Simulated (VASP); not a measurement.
A run of VASP 6.6.1 is set up as follows.

Contents of POSCAR:

```
ZnSe
1.0
    0.0000000000      2.8324206848      2.8324206848
    2.8324206848      0.0000000000      2.8324206848
    2.8324206848      2.8324206848      0.0000000000
Zn Se
1 1
Direct
    0.0000000000      0.0000000000      0.0000000000
    0.2500000000      0.2500000000      0.2500000000
```

INCAR.step1

```
PREC = Accurate
ENCUT = 520
ISMEAR = 1
SIGMA = 0.5
LREAL = F
LASPH = T
NELM = 100
NBANDS = 16
GGA = PE
ALGO = Normal
EDIFF = 1E-4
LWAVE = T
LCHARG = F
```

File INCAR.step2:

```
PREC = Accurate
ENCUT = 520
EDIFF = 1E-7
ISMEAR = 1
SIGMA = 0.5
LREAL = F
LASPH = T
NELM = 100
ALGO = Normal
ISIF = 2
LWAVE = F
LCHARG = F
METAGGA = R2SCAN
LMIXTAU = T
NBANDS = 16
ISTART = 1
```

Contents of KPOINTS:

```
regular mesh
0
Gamma
  6 6 6
```

Potentials or basis: VASP PAW PBE potentials, release 64 (Zn, Se).

Run with:

```sh
$ cat potpaw_PBE.64/Zn/POTCAR potpaw_PBE.64/Se/POTCAR > POTCAR
$ cp INCAR.step1 INCAR
$ mpirun -np 1 vasp_std > vasp.out
$ cp INCAR.step2 INCAR
$ mpirun -np 1 vasp_std > vasp.out
```

**Question.** What does it give for the band gap on the k mesh?

**Answer.** 1.87 eV, direct.

**Question.** Estimate the pressure.

**Answer.** 0.1 GPa.

Caveat: the PAW data sets were made with another functional, which shifts forces and pressure a little. r2SCAN opens gaps a little over a GGA but as a rule still falls short of measured ones.
